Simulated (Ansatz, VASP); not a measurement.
AlP in VASP and in Ansatz

```
Al P
1.0
     3.89428    0.00000    0.00000
     0.00000    5.50734    0.00000
     0.00000    0.00000    3.89428
Al P
2 2
Direct
  0.00000 0.00000 0.00000
  0.50000 0.50000 0.50000
  0.00000 0.25000 0.50000
  0.50000 0.75000 0.00000
```

Alike in both runs: task single point; functional PBE; k mesh 8 × 6 × 8; occupations gaussian, width 0.02 eV; no spin polarisation.

```csv
,VASP,Ansatz
version,VASP 6.6.1,Ansatz 0.2.0
potentials or method,"VASP PAW PBE potentials, release 64 (Al, P), cutoff 500 eV","scalar-relativistic, plane waves, PAW"
valence electrons in the cell,16,16
```

Ansatz gave:

```
gap on the k mesh at the Fermi level (eV) : 1.63
least direct gap on the mesh (eV)         : 1.63
pressure (GPa)                            : 0.0
```

**Question.** Which values does VASP return?

**Answer.** gap on the k mesh at the Fermi level (eV): 1.63; least direct gap on the mesh (eV): 1.63; pressure (GPa): -0.1.
